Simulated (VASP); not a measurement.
# MgB2 (P6/mmm) in VASP: notebook, part 2 of 3

VASP 6.6.1. Earlier steps stand in the parts before.

## (5) Single point, r2SCAN+rVV10 (9.70 Å³/atom)

POSCAR reads:

```
MgB2
1.0
    3.0935033252      0.0000000000      0.0000000000
   -1.5467516626      2.6790524663      0.0000000000
    0.0000000000      0.0000000000      3.5105801483
Mg B
1 2
Direct
    0.0000000000      0.0000000000      0.0000000000
    0.3333333333      0.6666666667      0.5000000000
    0.6666666667      0.3333333333      0.5000000000
```

INCAR.step1 reads:

```
SYSTEM = MgB2
PREC = Accurate
ENCUT = 920
ISMEAR = 0
SIGMA = 0.05
LREAL = .False.
LASPH = .True.
NELM = 120
NBANDS = 15
GGA = PE
ALGO = Normal
EDIFF = 1E-5
LWAVE = .True.
LCHARG = .False.
GGA_COMPAT = .False.
```

INCAR.step2 reads:

```
SYSTEM = MgB2
PREC = Accurate
ENCUT = 920
EDIFF = 1E-6
ISMEAR = 0
SIGMA = 0.05
LREAL = .False.
LASPH = .True.
NELM = 120
ALGO = Normal
ISIF = 2
LWAVE = .False.
LCHARG = .False.
METAGGA = R2SCAN
LMIXTAU = .True.
LUSE_VDW = .True.
IVDW_NL = 2
BPARAM = 11.95
CPARAM = 0.0093
NBANDS = 15
ISTART = 1
GGA_COMPAT = .False.
```

KPOINTS reads:

```
regular mesh
0
Gamma
  8 8 6
  0 0 0
```

Potentials or basis: VASP PAW PBE potentials, release 64 (Mg_sv, B).

The run is started by

```
cat potpaw_PBE.64/Mg_sv/POTCAR potpaw_PBE.64/B/POTCAR > POTCAR
cp INCAR.step1 INCAR
mpirun -np 1 vasp_std > vasp.out
cp INCAR.step2 INCAR
mpirun -np 1 vasp_std > vasp.out
```

OUTCAR:

```text
SYSTEM = MgB2
   PREC = Accurate
   ENCUT = 920
   EDIFF = 1E-6
   ISMEAR = 0
   LREAL = .False.
   LASPH = .True.
   NELM = 120
   ISIF = 2
   METAGGA = R2SCAN
   IVDW_NL = 2
   BPARAM = 11.95
   ISTART = 1

 ion  position               nearest neighbor table
   1  0.000  0.000  0.000-
   2  0.333  0.667  0.500-   3 1.79   3 1.79   3 1.79
   3  0.667  0.333  0.500-   2 1.79   2 1.79   2 1.79

  LATTYP: Found a hexagonal cell.
 ALAT       =     3.0935033252
 C/A-ratio  =     1.1348234604

  Lattice vectors:

 A1 = (   3.0935033252,   0.0000000000,   0.0000000000)
 A2 = (  -1.5467516626,   2.6790524663,   0.0000000000)
 A3 = (   0.0000000000,   0.0000000000,   3.5105801483)

Analysis of symmetry for initial positions (statically):
=====================================================================
 Subroutine PRICEL returns:
 Original cell was already a primitive cell.

 Routine SETGRP: Setting up the symmetry group for a
 hexagonal supercell.

 Subroutine GETGRP returns: Found 24 space group operations
 (whereof 24 operations were pure point group operations)
 out of a pool of 24 trial point group operations.

[... 183 lines left out ...]
      8       5.4530      0.00000
      9       7.1401      0.00000
     10      11.6439      0.00000
     11      11.6439      0.00000
     12      13.4325      0.00000
     13      15.8446      0.00000
     14      18.8253      0.00000
[... 401 lines left out ...]
      2     -38.2738      2.00000
      3     -38.2491      2.00000
      4     -38.2283      2.00000
      5      -4.8403      2.00000
      6      -0.6398      2.00000
      7       0.9973      2.00000
      8       3.2650      2.00000
      9       6.3312      0.00000
     10      10.8038      0.00000
     11      15.2953      0.00000
     12      15.4763      0.00000
     13      16.2392      0.00000
     14      19.0208      0.00000
     15      19.2745      0.00000

 [... further k-points ...]

------------------------ aborting loop because EDIFF is reached ----------------------------------------

  FORCE on cell =-STRESS in cart. coord.  units (eV):
  Direction    XX          YY          ZZ          XY          YZ          ZX
  --------------------------------------------------------------------------------------
  -------------------------------------------------------------------------------------
  Total       -0.5295584     -0.5295584     -0.5129341      0.0000000      0.0000000      0.0000000
  in kB      -29.1617617    -29.1617617    -28.2462952      0.0000000      0.0000000      0.0000000
  external PRESSURE =     -28.8566062 kB  Pullay stress =       0.0000000 kB

 VOLUME and BASIS-vectors are now :
 -----------------------------------------------------------------------------
  energy-cutoff  :      920.00
  volume of cell :       29.09
      direct lattice vectors                 reciprocal lattice vectors
     3.093503325  0.000000000  0.000000000     0.323258098  0.186633150  0.000000000
    -1.546751663  2.679052466  0.000000000     0.000000000  0.373266299  0.000000000
     0.000000000  0.000000000  3.510580148     0.000000000  0.000000000  0.284853203

 POSITION                                       TOTAL-FORCE (eV/Angst)
 -----------------------------------------------------------------------------------
      0.00000      0.00000      0.00000         0.000000      0.000000     -0.000000
     -0.00000      1.78603      1.75529        -0.000000      0.000000     -0.000000
      1.54675      0.89302      1.75529         0.000000     -0.000000      0.000000
 -----------------------------------------------------------------------------------
    total drift:                                0.000000     -0.000000      0.000000

  FREE ENERGIE OF THE ION-ELECTRON SYSTEM (eV)
  ---------------------------------------------------
  free  energy   TOTEN  =       -19.0445425530 eV

  energy  without entropy=      -19.0430990847  energy(sigma->0) =      -19.04382082
```

OUTCAR.step1:

```text
SYSTEM = MgB2
   PREC = Accurate
   ENCUT = 920
   ISMEAR = 0
   LREAL = .False.
   LASPH = .True.
   NELM = 120
[... 657 lines left out ...]
      0.00000      0.00000      0.00000        -0.000000     -0.000000      0.000000
     -0.00000      1.78603      1.75529         0.000000     -0.000000      0.000000
      1.54675      0.89302      1.75529        -0.000000      0.000000     -0.000000
 -----------------------------------------------------------------------------------
    total drift:                                0.000000     -0.000000      0.000000

  FREE ENERGIE OF THE ION-ELECTRON SYSTEM (eV)
  ---------------------------------------------------
  free  energy   TOTEN  =       -15.2986784826 eV

  energy  without entropy=      -15.2962890421  energy(sigma->0) =      -15.29748376
```

OSZICAR.step1:

```text
N       E                     dE             d eps       ncg     rms          rms(c)
DAV:   1     0.123607867800E+03    0.12361E+03   -0.12778E+04  1200   0.173E+03
DAV:   2    -0.122213390749E+02   -0.13583E+03   -0.12989E+03  1459   0.384E+02
DAV:   3    -0.169132161407E+02   -0.46919E+01   -0.46487E+01  1804   0.661E+01
DAV:   4    -0.169833916964E+02   -0.70176E-01   -0.70145E-01  1347   0.743E+00
DAV:   5    -0.169849413760E+02   -0.15497E-02   -0.15497E-02  1717   0.933E-01    0.689E+00
DAV:   6    -0.155754280549E+02    0.14095E+01   -0.85139E-01  1452   0.693E+00    0.322E+00
DAV:   7    -0.153043903049E+02    0.27104E+00   -0.51730E-01  1543   0.464E+00    0.779E-01
DAV:   8    -0.153061975739E+02   -0.18073E-02   -0.63382E-02  1375   0.226E+00    0.510E-01
DAV:   9    -0.152986643193E+02    0.75333E-02   -0.67144E-03  1410   0.672E-01    0.617E-02
DAV:  10    -0.152986708188E+02   -0.64995E-05   -0.86105E-04  1459   0.246E-01    0.379E-02
DAV:  11    -0.152986973843E+02   -0.26566E-04   -0.30158E-05  1445   0.474E-02    0.226E-02
DAV:  12    -0.152986795570E+02    0.17827E-04   -0.34632E-05  1431   0.405E-02    0.874E-03
DAV:  13    -0.152986784826E+02    0.10744E-05   -0.16948E-06   677   0.138E-02
   1 F= -.15298678E+02 E0= -.15297484E+02  d E =-.238944E-02
```

Run time: 2.3 min. Hardware: 1 thread of Intel Xeon Platinum 8259CL at 2.50GHz (Skylake/Cascade Lake), shared host; peak memory 0.35 GiB.

Results:

```yaml
Free_energy: -19.0445 eV
Pressure: -2.9 GPa
Band_gap_on_the_k_mesh: zero (bands 8 and 9 overlap by 2.70 eV)
```

Caveat: the PAW data sets were made with another functional, which shifts forces and pressure a little.

## (6) Single point, r2SCAN (9.73 Å³/atom)

This run uses another cell than the first one, of 9.73 Å³/atom.

POSCAR reads:

```
MgB2
1.0
    3.0935271349      0.0000000000      0.0000000000
   -1.5467635675      2.6790730861      0.0000000000
    0.0000000000      0.0000000000      3.5205963917
Mg B
1 2
Direct
    0.0000000000      0.0000000000      0.0000000000
    0.3333333333      0.6666666667      0.5000000000
    0.6666666667      0.3333333333      0.5000000000
```

INCAR.step1 reads:

```
PREC = Accurate
ENCUT = 920
ISMEAR = 0
SIGMA = 0.05
LREAL = F
LASPH = T
NELM = 120
NBANDS = 15
GGA = PE
ALGO = Normal
EDIFF = 1E-5
LWAVE = T
LCHARG = F
GGA_COMPAT = F
```

INCAR.step2 reads:

```
PREC = Accurate
ENCUT = 920
EDIFF = 1E-6
ISMEAR = 0
SIGMA = 0.05
LREAL = F
LASPH = T
NELM = 120
ALGO = Normal
ISIF = 2
LWAVE = F
LCHARG = F
METAGGA = R2SCAN
LMIXTAU = T
NBANDS = 15
ISTART = 1
GGA_COMPAT = F
```

KPOINTS reads:

```
Automatic mesh
0
Gamma
  8 8 6
```

Potentials or basis: VASP PAW PBE potentials, release 64 (Mg_sv, B).

The run is started by

```
cat potpaw_PBE.64/Mg_sv/POTCAR potpaw_PBE.64/B/POTCAR > POTCAR
cp INCAR.step1 INCAR
mpirun -np 1 vasp_std > vasp.out
cp INCAR.step2 INCAR
mpirun -np 1 vasp_std > vasp.out
```

OUTCAR:

```text
PREC = Accurate
   ENCUT = 920
   EDIFF = 1E-6
   ISMEAR = 0
   LREAL = F
   LASPH = T
   NELM = 120
   ISIF = 2
   METAGGA = R2SCAN
   ISTART = 1

 ion  position               nearest neighbor table
   1  0.000  0.000  0.000-
   2  0.333  0.667  0.500-   3 1.79   3 1.79   3 1.79
   3  0.667  0.333  0.500-   2 1.79   2 1.79   2 1.79

  LATTYP: Found a hexagonal cell.
 ALAT       =     3.0935271349
 C/A-ratio  =     1.1380525330

  Lattice vectors:

 A1 = (   3.0935271349,   0.0000000000,   0.0000000000)
 A2 = (  -1.5467635675,   2.6790730861,   0.0000000000)
 A3 = (   0.0000000000,   0.0000000000,   3.5205963917)

Analysis of symmetry for initial positions (statically):
=====================================================================
 Subroutine PRICEL returns:
 Original cell was already a primitive cell.

 Routine SETGRP: Setting up the symmetry group for a
 hexagonal supercell.

 Subroutine GETGRP returns: Found 24 space group operations
 (whereof 24 operations were pure point group operations)
 out of a pool of 24 trial point group operations.

[... 180 lines left out ...]
      7       5.4504      0.00000
      8       5.4504      0.00000
      9       7.0942      0.00000
     10      11.6528      0.00000
     11      11.6528      0.00000
     12      13.4366      0.00000
     13      15.8179      0.00000
     14      18.8408      0.00000
[... 401 lines left out ...]
      2     -38.3529      2.00000
      3     -38.3284      2.00000
      4     -38.3054      2.00000
      5      -4.8437      2.00000
      6      -0.6428      2.00000
      7       0.9938      2.00000
      8       3.2605      2.00000
      9       6.3309      0.00000
     10      10.8045      0.00000
     11      15.2311      0.00000
     12      15.4730      0.00000
     13      16.1944      0.00000
     14      18.9746      0.00000
     15      19.2725      0.00000

 [... further k-points ...]

------------------------ aborting loop because EDIFF is reached ----------------------------------------

  FORCE on cell =-STRESS in cart. coord.  units (eV):
  Direction    XX          YY          ZZ          XY          YZ          ZX
  --------------------------------------------------------------------------------------
  -------------------------------------------------------------------------------------
  Total       -0.5151045     -0.5151045     -0.4996599      0.0000000      0.0000000      0.0000000
  in kB      -28.2846764    -28.2846764    -27.4366051      0.0000000      0.0000000      0.0000000
  external PRESSURE =     -28.0019860 kB  Pullay stress =       0.0000000 kB

 VOLUME and BASIS-vectors are now :
 -----------------------------------------------------------------------------
  energy-cutoff  :      920.00
  volume of cell :       29.18
      direct lattice vectors                 reciprocal lattice vectors
     3.093527135  0.000000000  0.000000000     0.323255610  0.186631713  0.000000000
    -1.546763567  2.679073086  0.000000000     0.000000000  0.373263427  0.000000000
     0.000000000  0.000000000  3.520596392     0.000000000  0.000000000  0.284042784

 POSITION                                       TOTAL-FORCE (eV/Angst)
 -----------------------------------------------------------------------------------
      0.00000      0.00000      0.00000         0.000000      0.000000      0.000000
     -0.00000      1.78605      1.76030         0.000000      0.000000     -0.000000
      1.54676      0.89302      1.76030        -0.000000     -0.000000      0.000000
 -----------------------------------------------------------------------------------
    total drift:                                0.000000     -0.000000      0.000000

  FREE ENERGIE OF THE ION-ELECTRON SYSTEM (eV)
  ---------------------------------------------------
  free  energy   TOTEN  =       -19.4016346753 eV

  energy  without entropy=      -19.4001722762  energy(sigma->0) =      -19.40090348
```

OUTCAR.step1:

```text
PREC = Accurate
   ENCUT = 920
   ISMEAR = 0
   LREAL = F
[... 659 lines left out ...]
      0.00000      0.00000      0.00000        -0.000000      0.000000      0.000000
     -0.00000      1.78605      1.76030        -0.000000      0.000000      0.000000
      1.54676      0.89302      1.76030         0.000000     -0.000000      0.000000
 -----------------------------------------------------------------------------------
    total drift:                                0.000000     -0.000000      0.000000

  FREE ENERGIE OF THE ION-ELECTRON SYSTEM (eV)
  ---------------------------------------------------
  free  energy   TOTEN  =       -15.2980799291 eV

  energy  without entropy=      -15.2955550233  energy(sigma->0) =      -15.29681748
```

OSZICAR.step1:

```text
N       E                     dE             d eps       ncg     rms          rms(c)
DAV:   1     0.126953569774E+03    0.12695E+03   -0.12883E+04  1200   0.174E+03
DAV:   2    -0.119991181021E+02   -0.13895E+03   -0.13196E+03  1424   0.389E+02
DAV:   3    -0.169098921425E+02   -0.49108E+01   -0.48431E+01  1790   0.671E+01
DAV:   4    -0.169920531448E+02   -0.82161E-01   -0.82146E-01  1291   0.821E+00
DAV:   5    -0.169937816304E+02   -0.17285E-02   -0.17285E-02  1707   0.987E-01    0.691E+00
DAV:   6    -0.155730184946E+02    0.14208E+01   -0.85875E-01  1438   0.696E+00    0.321E+00
DAV:   7    -0.153035111812E+02    0.26951E+00   -0.50648E-01  1550   0.460E+00    0.781E-01
DAV:   8    -0.153053844639E+02   -0.18733E-02   -0.61772E-02  1375   0.225E+00    0.494E-01
DAV:   9    -0.152980356859E+02    0.73488E-02   -0.67678E-03  1375   0.665E-01    0.595E-02
DAV:  10    -0.152980726970E+02   -0.37011E-04   -0.79465E-04  1466   0.239E-01    0.367E-02
DAV:  11    -0.152980998701E+02   -0.27173E-04   -0.26712E-05  1445   0.451E-02    0.217E-02
DAV:  12    -0.152980810422E+02    0.18828E-04   -0.34865E-05  1431   0.396E-02    0.842E-03
DAV:  13    -0.152980799291E+02    0.11131E-05   -0.16536E-06   705   0.134E-02
   1 F= -.15298080E+02 E0= -.15296817E+02  d E =-.252491E-02
```

Run time: 86 s. Hardware: 1 thread of Intel Xeon Platinum 8259CL at 2.50GHz (Skylake/Cascade Lake), shared host; peak memory 0.21 GiB.

What came out:

```yaml
Free_energy: -19.4016 eV
Pressure: -2.8 GPa
Band_gap_on_the_k_mesh: zero (bands 8 and 9 overlap by 2.66 eV)
```

Stress tensor (GPa, compression positive):
```
-2.83  0.00  0.00
 0.00 -2.83  0.00
 0.00  0.00 -2.74
```

Caveat: the PAW data sets were made with another functional, which shifts forces and pressure a little.

[end of part 2 of 3]
